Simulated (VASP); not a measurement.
A run of VASP 6.6.1 is set up as follows.

The input INCAR:

```
SYSTEM = Zr2B
  PREC = Accurate
  ENCUT = 520
  EDIFF = 1E-7
  ISMEAR = 0
  SIGMA = 0.1
  LREAL = .False.
  LASPH = .True.
  NELM = 80
  ALGO = Fast
  ISIF = 2
  LWAVE = .False.
  LCHARG = .True.
  GGA = PE
  LELF = .True.
  LVHAR = .True.
  NBANDS = 20
```

The input KPOINTS:

```
regular mesh
0
Gamma
  6 6 4
  0 0 0
```

POSCAR

```
Zr2B
1.0
    3.0967432100      0.0000000000      0.0000000000
   -1.5483716000      2.6818582900      0.0000000000
    0.0000000000      0.0000000000      6.5074437300
Zr B
2 1
Direct
    0.3333333300      0.6666666700      0.2855008900
    0.6666666700      0.3333333300      0.7144991100
    0.0000000000      0.0000000000      0.0000000000
```

Potentials or basis: VASP PAW PBE potentials, release 64 (Zr_sv, B).

Run with:

```sh
$ cat potpaw_PBE.64/Zr_sv/POTCAR potpaw_PBE.64/B/POTCAR > POTCAR
$ mpirun -np 1 vasp_std > vasp.out
```

(1) Estimate the largest force.

(2) What does it give for the band gap on the k mesh?

(3) What does it give for the pressure?

Answers

(1) 1.429 eV/Å.

(2) zero (an odd number of electrons rules out a gap without spin polarisation).

(3) -1.6 GPa.

Caveat: the k points lie up to 0.39 Å⁻¹ apart, too coarse for converged energies and pressures of a metal; forces of over 1 eV/Å act on the atoms, so gaps and moduli don't describe the material at rest.
